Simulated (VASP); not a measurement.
## TaN: single point with PBEsol

Crystal: TaN.

```
CELL_PARAMETERS angstrom
3.16305 0.00000 0.00000
-1.58153 2.73928 0.00000
0.00000 0.00000 6.13123
ATOMIC_POSITIONS crystal
Ta 0.33333 0.66667 0.03010
Ta 0.66667 0.33333 0.53010
N 0.33333 0.66667 0.35490
N 0.66667 0.33333 0.85490
```

```yaml
Program: VASP 6.6.1
Task: single point
Functional: PBEsol
Potentials_or_basis: VASP PAW PBE potentials, release 64 (Ta_pv, N)
Cutoff: 520 eV
k_mesh: 18 × 18 × 8
Occupations: gaussian, width 0.15 eV
Spin: no spin polarisation
```

```
Pressure               : -9.2 GPa
Largest force          : 0.014 eV/Å
Band gap on the k mesh : zero (bands 16 and 17 overlap by 0.47 eV)
```

Forces in eV/Å, atoms in the order of the input:
```
Ta   0.000  0.000  0.014
Ta   0.000  0.000  0.014
N    0.000  0.000 -0.014
N    0.000  0.000 -0.014
```

Stress tensor (GPa, compression positive):
```
 -8.31   0.00   0.00
  0.00  -8.31   0.00
  0.00   0.00 -11.11
```

Levels at points of the mesh, in eV from the Fermi level:
| k point | band 12 | band 13 | band 14 | band 15 | band 16 | band 17 | band 18 | band 19 | band 20 | band 21 |
| --- | --- | --- | --- | --- | --- | --- | --- | --- | --- | --- |
| (0.00, 0.00, 0.00) | -5.26 | -4.42 | -4.42 | -0.84 | -0.63 | 0.14 | 0.14 | 2.12 | 2.12 | 2.77 |
| (0.50, 0.00, 0.00) | -5.47 | -4.72 | -3.62 | -2.24 | -0.50 | 1.14 | 2.11 | 2.60 | 3.30 | 3.83 |
| (0.00, 0.00, 0.50) | -4.89 | -4.89 | -4.89 | 0.23 | 0.23 | 0.95 | 0.95 | 0.95 | 0.95 | 4.58 |
| (0.50, 0.00, 0.50) | -5.36 | -4.68 | -4.68 | -0.91 | -0.91 | 1.44 | 1.44 | 3.21 | 3.21 | 4.45 |

Run time: 120 s on 1 thread of AMD EPYC 7R13 Processor (Zen 3), with other jobs on the host, peak memory 0.29 GiB.

Caveat: the cell stands under tension; the PAW data sets were made with another functional, which shifts forces and pressure a little; spin-orbit coupling is left out, which moves the levels of the heavy elements.
